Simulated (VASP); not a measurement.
Write the native input for VASP 6.6.1 that does the following.

```yaml
Task: relaxation of cell and atoms
Functional: PBEsol
Potentials_or_basis: VASP PAW PBE potentials, release 64 (N, B)
Cutoff: 600 eV
k_mesh: 12 × 12 × 4
Occupations: fermi-dirac, width 0.05 eV
Spin: no spin polarisation
Target_pressure: 30 GPa
Dipole_correction: no
Further_INCAR_settings: ALGO = Normal; EDIFF = 1e-06; IBRION = 2; EDIFFG = -0.02; NSW = 80; ISIF = 3
```

The structure of BN lies in POSCAR:

```
BN
1.0
    2.4982400000      0.0000000000      0.0000000000
   -1.2491200000      2.1635393048      0.0000000000
    0.0000000000      0.0000000000      6.6357000000
N B
2 2
Direct
    0.6666666667      0.3333333333      0.2500000000
    0.3333333333      0.6666666667      0.7500000000
    0.6666666667      0.3333333333      0.7500000000
    0.3333333333      0.6666666667      0.2500000000
```

The input as run:

INCAR

```
PREC     = Accurate       # precision mode
ENCUT    = 600            # plane-wave cutoff, eV
EDIFF    = 1E-6           # SCF threshold, eV
ISMEAR   = -1             # smearing method
SIGMA    = 0.05           # smearing width, eV
LREAL    = F              # projectors in reciprocal space
LASPH    = T              # aspherical terms in the spheres
NELM     = 60             # most SCF steps
ALGO     = Normal         # electronic algorithm
ISIF     = 3              # what is computed and relaxed
LWAVE    = F              # write WAVECAR
LCHARG   = F              # write CHGCAR
GGA      = PS             # functional
IBRION   = 2              # ionic algorithm
NSW      = 80             # ionic steps
EDIFFG   = -0.02          # ionic threshold
PSTRESS  = 300.0
```

KPOINTS

```
Automatic mesh
0
Gamma
  12 12 4
```

Potentials or basis: VASP PAW PBE potentials, release 64 (N, B).

Run with:

```console
$ cat potpaw_PBE.64/N/POTCAR potpaw_PBE.64/B/POTCAR > POTCAR
$ mpirun -np 1 vasp_std > vasp.out
```

Results of the run:

```yaml
Relaxed_volume: 6.60 Å³/atom
Relaxed_cell: a = 2.464 Å, b = 2.464 Å, c = 5.025 Å, α = 90.00°, β = 90.00°, γ = 120.00°
Space_group_after_relaxing_to_0.05_Å: P6_3/mmc (No. 194)
Energy_change_on_relaxing_the_enthalpy_is_what_falls: +150.8 meV/atom
Ionic_steps: 10
Pressure_after_relaxing: 29.9 GPa
Band_gap_on_the_k_mesh: 3.78 eV, indirect (least direct gap 4.30 eV)
```

Caveat: the cell is relaxed towards a set pressure, so the enthalpy falls and the energy may rise; the volume moved by over 15 % at a fixed basis, so the end points are rough; the PAW data sets were made with another functional, which shifts forces and pressure a little; this functional lacks dispersion, which binds the layers, so the pressure and a relaxed spacing across them are unreliable.

Run time: 2.6 min on 1 thread of Intel(R) Xeon(R) Platinum 8259CL CPU @ 2.50GHz (Skylake/Cascade Lake), with other jobs on the host, peak memory 0.17 GiB.
